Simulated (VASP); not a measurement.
# NiSb (P6_3/mmc) in VASP: a series of runs

The runs below take NiSb through single point, relaxation of cell and atoms, with PBEsol.

All numbers are computed with VASP 6.6.1; they aren't measurements. Logs are shortened: lines on timing, memory, paths and dates and some standing lists are left out, and cuts for length are marked.

### 1 The cell of the first run

Symmetry: P6_3/mmc, No. 194, hexagonal system. Conventional cell: a = 3.907 Å, b = 3.907 Å, c = 5.098 Å, α = 90.00°, β = 90.00°, γ = 120.00°. Within 3.5 Å of Sb (site symmetry -6m2) lie 6 Ni at 2.59 Å and 6 Sb at 3.40 Å. Ni (site symmetry -3m) has 2 Ni at 2.55 Å and 6 Sb at 2.59 Å within 3.4 Å.

### 2 Single point, PBEsol

INCAR

```
PREC = Accurate
ENCUT = 520
EDIFF = 1E-7
ISMEAR = 0
SIGMA = 0.1
LREAL = False
LASPH = True
NELM = 100
ALGO = Normal
ISIF = 2
LWAVE = False
LCHARG = False
GGA = PS
NBANDS = 23
```

KPOINTS

```
Automatic mesh
0
Gamma
  6 6 4
```

POSCAR

```
NiSb
1.0
    3.9074646014      0.0000000000      0.0000000000
   -1.9537323007      3.3839636092      0.0000000000
    0.0000000000      0.0000000000      5.0984216938
Sb Ni
2 2
Direct
    0.3333333333      0.6666666667      0.2500000000
    0.6666666667      0.3333333333      0.7500000000
    0.0000000000      0.0000000000      0.0000000000
    0.0000000000      0.0000000000      0.5000000000
```

Potentials or basis: VASP PAW PBE potentials, release 64 (Sb, Ni).

On the command line:

```console
> cat potpaw_PBE.64/Sb/POTCAR potpaw_PBE.64/Ni/POTCAR > POTCAR
> mpirun -np 1 vasp_std > vasp.out
```

OUTCAR:

```text
PREC = Accurate
   ENCUT = 520
   EDIFF = 1E-7
   ISMEAR = 0
   LREAL = False
   LASPH = True
   NELM = 100
   ISIF = 2
   GGA = PS

 ion  position               nearest neighbor table
   1  0.333  0.667  0.250-   3 2.59   4 2.59   3 2.59   4 2.59   3 2.59   4 2.59   2 3.40   2 3.40
                             2 3.40   2 3.40   2 3.40   2 3.40
   2  0.667  0.333  0.750-   3 2.59   4 2.59   3 2.59   4 2.59   3 2.59   4 2.59   1 3.40   1 3.40
                             1 3.40   1 3.40   1 3.40   1 3.40
   3  0.000  0.000  0.000-   4 2.55   4 2.55   1 2.59   2 2.59   1 2.59   2 2.59   2 2.59   1 2.59

   4  0.000  0.000  0.500-   3 2.55   3 2.55   1 2.59   2 2.59   1 2.59   2 2.59   2 2.59   1 2.59

  LATTYP: Found a hexagonal cell.
 ALAT       =     3.9074646014
 C/A-ratio  =     1.3047902448

  Lattice vectors:

 A1 = (   3.9074646014,   0.0000000000,   0.0000000000)
 A2 = (  -1.9537323007,   3.3839636092,   0.0000000000)
 A3 = (   0.0000000000,   0.0000000000,   5.0984216938)

Analysis of symmetry for initial positions (statically):
=====================================================================
 Subroutine PRICEL returns:
 Original cell was already a primitive cell.

 Routine SETGRP: Setting up the symmetry group for a
 hexagonal supercell.

 Subroutine GETGRP returns: Found 24 space group operations
 (whereof 12 operations were pure point group operations)
 out of a pool of 24 trial point group operations.

The static configuration has the point symmetry D_3d.
 The point group associated with its full space group is D_6h.

Analysis of symmetry for dynamics (positions and initial velocities):
=====================================================================
 Subroutine PRICEL returns:
 Original cell was already a primitive cell.

 Routine SETGRP: Setting up the symmetry group for a
 hexagonal supercell.

 Subroutine GETGRP returns: Found 24 space group operations
 (whereof 12 operations were pure point group operations)
 out of a pool of 24 trial point group operations.

The dynamic configuration has the point symmetry D_3d.
 The point group associated with its full space group is D_6h.

 Subroutine INISYM returns: Found 24 space group operations
 (whereof 12 operations are pure point group operations),
 and found     1 'primitive' translations

[... 90 lines left out ...]
   LSORBIT =      F    spin-orbit coupling
   LASPH  =      T    aspherical Exc in radial PAW
   ENCUT  =  520.0 eV  38.22 Ry    6.18 a.u.   7.27  7.27  9.48*2*pi/ulx,y,z
   NELM   =    100;   NELMIN=  2; NELMDL= -5     # of ELM steps
   EDIFF  = 0.1E-06   stopping-criterion for ELM
   LREAL  =      F    real-space projection
   EDIFFG = 0.1E-05   stopping-criterion for IOM
   NSW    =      0    number of steps for IOM
   IBRION =     -1    ionic relax: 0-MD 1-quasi-New 2-CG
   NFREE  =      0    steps in history (QN), initial steepest desc. (CG)
   ISIF   =      2    stress and relaxation
   ISYM   =      2    0-nonsym 1-usesym 2-fastsym
   POTIM  = 0.5000    time-step for ionic-motion
   TEBEG  =    0.0;   TEEND  =   0.0 temperature during run
   PSTRESS=    0.0 pullay stress
   NELECT =      30.0000    total number of electrons
   NUPDOWN=      -1.0000    fix difference up-down
   EMIN   =  10.00;   EMAX   =-10.00  energy-range for DOS
   EFERMI =   0.00;   METHOD = LEGACY
   ISMEAR =     0;   SIGMA  =   0.10  broadening in eV -4-tet -1-fermi 0-gaus
   EFERMI_NEDOS =   21; number of points for ismear=-14 and -15
   IALGO  =     38    algorithm
   IMIX   =      4    mixing-type and parameters
     AMIX     =   0.40;   BMIX     =  1.00
     AMIX_MAG =   1.60;   BMIX_MAG =  1.00
  volume/ion in A,a.u.               =      16.85       113.73
  Fermi-wavevector in a.u.,A,eV,Ry     =   1.249865  2.361902 21.254509  1.562162
  Thomas-Fermi vector in A             =   2.383886
   LORBIT       =      0    0 simple, 1 ext, 2 COOP (PROOUT), +10 PAW based schemes
   GGA     = PS    functional components
   LHFCALC =     F    Hartree Fock is set to
   AEXX    =    0.0000 exact exchange contribution
   IVDW    =     0    specifies the selected vdW correction
   LEPSILON=     F    determine dielectric tensor
   LRPA    =     F    only Hartree local field effects (RPA)
 non-spin polarized calculation
 Gauss-broadening in eV      SIGMA  =   0.10
  energy-cutoff  :      520.00
  volume of cell :       67.41
 maximum number of plane-waves:      1843
 NGX is ok and might be reduce to    30
   NGX = 15   NGY = 15   NGZ = 19

 number of electron      30.0000033 magnetization

 Free energy of the ion-electron system (eV)
  ---------------------------------------------------
  ext. energy  EPLUGINS =         0.00000000
  ---------------------------------------------------
  free energy    TOTEN  =       -22.65923703 eV

  energy without entropy =      -22.64571121  energy(sigma->0) =      -22.65247412

 E-fermi :  10.1843     XC(G=0): -11.7351

 val. band max:       10.1057777788   @ k =   0.1667   0.0000   0.5000
 cond. band min:      10.2173997670   @ k =   0.3333   0.1667   0.2500
 fundamental gap:      0.1116219882
 Fermi energy:        10.1842553354

 k-point     1 :       0.0000    0.0000    0.0000
  band No.  band energies     occupation
      1      -3.0214      2.00000
      2       1.6392      2.00000
      3       3.7425      2.00000
      4       6.0889      2.00000
      5       6.0889      2.00000
      6       6.8714      2.00000
[... 535 lines left out ...]
     22      18.0199      0.00000
     23      18.6391      0.00000

------------------------ aborting loop because EDIFF is reached ----------------------------------------

  FORCE on cell =-STRESS in cart. coord.  units (eV):
  Direction    XX          YY          ZZ          XY          YZ          ZX
  --------------------------------------------------------------------------------------
  -------------------------------------------------------------------------------------
  Total        0.0124265      0.0124265      0.0602918      0.0000000      0.0000000      0.0000000
  in kB        0.2953267      0.2953267      1.4328878      0.0000000      0.0000000      0.0000000
  external PRESSURE =       0.6745138 kB  Pullay stress =       0.0000000 kB

 VOLUME and BASIS-vectors are now :
 -----------------------------------------------------------------------------
  energy-cutoff  :      520.00
  volume of cell :       67.41
      direct lattice vectors                 reciprocal lattice vectors
     3.907464601  0.000000000  0.000000000     0.255920425  0.147755726  0.000000000
    -1.953732301  3.383963609  0.000000000     0.000000000  0.295511452  0.000000000
     0.000000000  0.000000000  5.098421694     0.000000000  0.000000000  0.196139131

 POSITION                                       TOTAL-FORCE (eV/Angst)
 -----------------------------------------------------------------------------------
     -0.00000      2.25598      1.27461         0.000000      0.000000      0.000000
      1.95373      1.12799      3.82382        -0.000000     -0.000000      0.000000
      0.00000      0.00000      0.00000        -0.000000      0.000000      0.000000
      0.00000      0.00000      2.54921        -0.000000      0.000000      0.000000
 -----------------------------------------------------------------------------------
    total drift:                               -0.000000      0.000000      0.000000

  FREE ENERGIE OF THE ION-ELECTRON SYSTEM (eV)
  ---------------------------------------------------
  free  energy   TOTEN  =       -22.6592370280 eV

  energy  without entropy=      -22.6457112069  energy(sigma->0) =      -22.65247412
```

stdout:

```text
POSCAR found type information on POSCAR SbNi
 POSCAR found :  2 types and       4 ions
 scaLAPACK will be used
 -----------------------------------------------------------------------------
|                                                                             |
|                                                                             |
|     You enforced a specific xc type in the INCAR file but a different       |
|     I HOPE YOU KNOW WHAT YOU ARE DOING!                                     |
|                                                                             |
 -----------------------------------------------------------------------------

 LDA part: xc-table for (Slater+PW92), standard interpolation
 POSCAR, INCAR and KPOINTS ok, starting setup
 FFT: planning ... GRIDC
 FFT: planning ... GRID_SOFT
 FFT: planning ... GRID
 WAVECAR not read
 entering main loop
```

Wall time 35 s (1 thread of AMD EPYC 7R13 (Zen 3), shared host); peak memory 0.16 GiB.

What came out:

- Free energy: -22.6592 eV
- Pressure: 0.1 GPa
- Band gap on the k mesh: zero (bands 15 and 16 overlap by 3.44 eV)

Stress tensor (GPa, compression positive):
```
0.03 0.00 0.00
0.00 0.03 0.00
0.00 0.00 0.14
```

Caveat: the PAW data sets were made with another functional, which shifts forces and pressure a little; spin-orbit coupling is left out, which moves the levels of the heavy elements. Spin polarisation is off, so any magnetic state and its effect on volume and gap are missing.

### 3 Relaxation of cell and atoms, PBEsol

This run uses another cell than the first one, of 18.82 Å³/atom.

INCAR

```
PREC     = Accurate       # precision mode
ENCUT    = 600            # plane-wave cutoff, eV
EDIFF    = 1E-7           # SCF threshold, eV
ISMEAR   = 0              # smearing method
SIGMA    = 0.1            # smearing width, eV
LREAL    = False          # projectors in reciprocal space
LASPH    = True           # aspherical terms in the spheres
NELM     = 80             # most SCF steps
ALGO     = Normal         # electronic algorithm
ISIF     = 3              # what is computed and relaxed
LWAVE    = False          # write WAVECAR
LCHARG   = False          # write CHGCAR
GGA      = PS             # functional
IBRION   = 2              # ionic algorithm
NSW      = 80             # ionic steps
EDIFFG   = -0.05          # ionic threshold
```

KPOINTS is that of step 2.

POSCAR

```
NiSb
1.0
    4.0471235953      0.0000000000      0.0000000000
   -2.0235617976      3.5049118458      0.0000000000
    0.0000000000      0.0000000000      5.3063507201
Sb Ni
2 2
Direct
    0.3333333333      0.6666666667      0.2500000000
    0.6666666667      0.3333333333      0.7500000000
    0.0000000000      0.0000000000      0.0000000000
    0.0000000000      0.0000000000      0.5000000000
```

Potentials or basis: VASP PAW PBE potentials, release 64 (Sb, Ni).

On the command line:

```console
> cat potpaw_PBE.64/Sb/POTCAR potpaw_PBE.64/Ni/POTCAR > POTCAR
> mpirun -np 1 vasp_std > vasp.out
```

Wall time 96 s (1 thread of AMD EPYC 7R13 (Zen 3), shared host); peak memory 0.2 GiB.

Results (log left out):

```
Free energy                           : -22.6605 eV
Relaxed volume                        : 16.84 Å³/atom
Relaxed cell                          : a = 3.900 Å, b = 3.900 Å, c = 5.115 Å, α = 90.00°, β = 90.00°, γ = 120.00°
Space group after relaxing (to 0.1 Å) : P6_3/mmc (No. 194)
Energy gained by relaxing             : 73.3 meV/atom
Ionic steps                           : 4
Pressure after relaxing               : 0.2 GPa
Band gap on the k mesh                : zero (bands 15 and 16 overlap by 3.46 eV)
```

Stress tensor (GPa, compression positive):
```
 0.36  0.00  0.00
 0.00  0.36  0.00
 0.00  0.00 -0.23
```

The path:
```
step  energy change (eV)  largest force (eV/Å)  pressure (GPa)  volume (Å³)
   1              0.0000                0.0000          -10.74        75.27
   2             -0.1122                0.0000           12.33        62.35
   3             -0.2930                0.0000           -0.12        67.51
   4             -0.2930                0.0000            0.16        67.36
```

Final structure:
```xyz
4
Lattice="3.8998 0.0000 0.0000 -1.9499 3.3773 0.0000 0.0000 0.0000 5.1146" Properties=species:S:1:pos:R:3 pbc="T T T"
Sb    0.0000    2.2515    1.2786
Sb    1.9499    1.1258    3.8359
Ni    3.8998    0.0000    0.0000
Ni    0.0000    0.0000    2.5573
```

Levels at points of the mesh, in eV from the Fermi level:
| k point | band 11 | band 12 | band 13 | band 14 | band 15 | band 16 | band 17 | band 18 | band 19 |
| --- | --- | --- | --- | --- | --- | --- | --- | --- | --- |
| (0.00, 0.00, 0.00) | -1.46 | -1.46 | -0.12 | 0.56 | 0.56 | 2.49 | 2.49 | 3.11 | 4.04 |
| (0.50, 0.00, 0.00) | -2.22 | -2.00 | -1.72 | -1.53 | -1.45 | -0.41 | 1.07 | 3.37 | 3.99 |
| (0.00, 0.00, 0.50) | -2.22 | -2.22 | 0.22 | 0.22 | 2.07 | 2.07 | 2.07 | 2.07 | 5.18 |
| (0.50, 0.00, 0.50) | -2.05 | -2.05 | -1.93 | -1.93 | 0.13 | 0.13 | 1.69 | 1.69 | 5.11 |

Caveat: the PAW data sets were made with another functional, which shifts forces and pressure a little; spin-orbit coupling is left out, which moves the levels of the heavy elements. Spin polarisation is off, so any magnetic state and its effect on volume and gap are missing.
